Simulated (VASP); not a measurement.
The system is AlRu.

```
Al Ru
1.0
     3.00408    0.00000    0.00000
     0.00000    3.00408    0.00000
     0.00000    0.00000    3.00408
Al Ru
1 1
Direct
  0.00000 0.00000 0.00000
  0.50000 0.50000 0.50000
```

```yaml
Program: VASP 6.6.1
Task: relaxation of cell and atoms
Functional: PBE
Dispersion: D3(BJ)
Potentials_or_basis: VASP PAW PBE potentials, release 64 (Al, Ru_pv)
Cutoff: 600 eV
k_mesh: 14 × 14 × 14
Occupations: gaussian, width 0.1 eV
Spin: no spin polarisation
```

At the start: pressure -6.3 GPa; volume 13.56 Å³/atom.

Problem. How do energy, volume and symmetry change on relaxing?

Solution. Over 6 steps the energy falls by 8.4 meV/atom and the volume is 13.14 Å³/atom (-3.0 %); space group Pm-3m (No. 221, to 0.05 Å).

Step by step:
```
step  energy change (eV)  largest force (eV/Å)  pressure (GPa)  volume (Å³)
   1              0.0000                0.0000           -6.34        27.11
   2              0.0258                0.0000           11.66        25.06
   3             -0.0169                0.0000           -0.08        26.29
   4             -0.0169                0.0000            0.07        26.28
   5             -0.0169                0.0000           -0.11        26.30
   6             -0.0169                0.0000           -0.02        26.28
```

Final structure:
```xyz
2
Lattice="2.9733 0.0000 0.0000 0.0000 2.9733 0.0000 0.0000 0.0000 2.9733" Properties=species:S:1:pos:R:3 pbc="T T T"
Al    0.0000    0.0000    0.0000
Ru    1.4866    1.4866    1.4866
```

Caveat: pairwise dispersion overbinds metals, which lowers pressure and volume.
